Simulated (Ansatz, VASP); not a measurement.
# Sb: VASP beside Ansatz

File INCAR:

```
ALGO     = Normal         # electronic algorithm
EDIFF    = 1E-8           # SCF threshold, eV
ENCUT    = 520            # plane-wave cutoff, eV
GGA      = PE             # functional
ISIF     = 2              # what is computed and relaxed
ISMEAR   = -1             # smearing method
LASPH    = T              # aspherical terms in the spheres
LCHARG   = F              # write CHGCAR
LEFG     = T            
LREAL    = F              # projectors in reciprocal space
LWAVE    = F              # write WAVECAR
NBANDS   = 8              # bands
NELM     = 60             # most SCF steps
PREC     = Accurate       # precision mode
SIGMA    = 0.05           # smearing width, eV
```

Contents of KPOINTS:

```
k-points
0
Gamma
  12 12 12
```

POSCAR

```
Sb
1.0
    0.0000000000      2.2856293363      2.2856293363
    2.2856293363      0.0000000000      2.2856293363
    2.2856293363      2.2856293363      0.0000000000
Sb
1
Direct
    0.0000000000      0.0000000000      0.0000000000
```

Input for Ansatz:

```yaml
crystal:
  lattice:
    - [0.0, 2.2856293363, 2.2856293363]
    - [2.2856293363, 0.0, 2.2856293363]
    - [2.2856293363, 2.2856293363, 0.0]
  atoms:
    - { symbol: Sb, position: [0.0, 0.0, 0.0] }
kpoints:
  mp_grid: { grid: [12, 12, 12] }
scf:
  occupations: { method: fermi_dirac, width: 0.05 }
hamiltonian:
  xc: pbe
  pseudopotentials: { kind: paw }
output:
  forces: true
  stress: true
  eigenvalues: true
  efg: { contact_densities: true }
```

Change from the starting cell: volume scaled by 0.975, PAW files.

Alike in both runs: task electric field gradients; functional PBE; k mesh 12 × 12 × 12; occupations fermi-dirac, width 0.05 eV; no spin polarisation.

|  | VASP | Ansatz |
| --- | --- | --- |
| version | VASP 6.6.1 | Ansatz 0.2.0 |
| potentials or method | VASP PAW PBE potentials, release 64 (Sb) | PAW with Ansatz's default frozen-core files, scalar-relativistic |
| plane-wave cutoff (eV) | 520 | 420 |
| valence electrons in the cell | 5 | 15 |

```csv
,VASP,Ansatz,Ansatz less VASP
pressure (GPa),11.1,11.2,+0.12
```

The functional is the same, so the differences come from potentials, cutoffs and numerics. VASP's potentials hold 5 valence electrons a cell and Ansatz's 15, so a difference there can come from the potentials and not from the codes.

Spin-orbit coupling is off throughout.
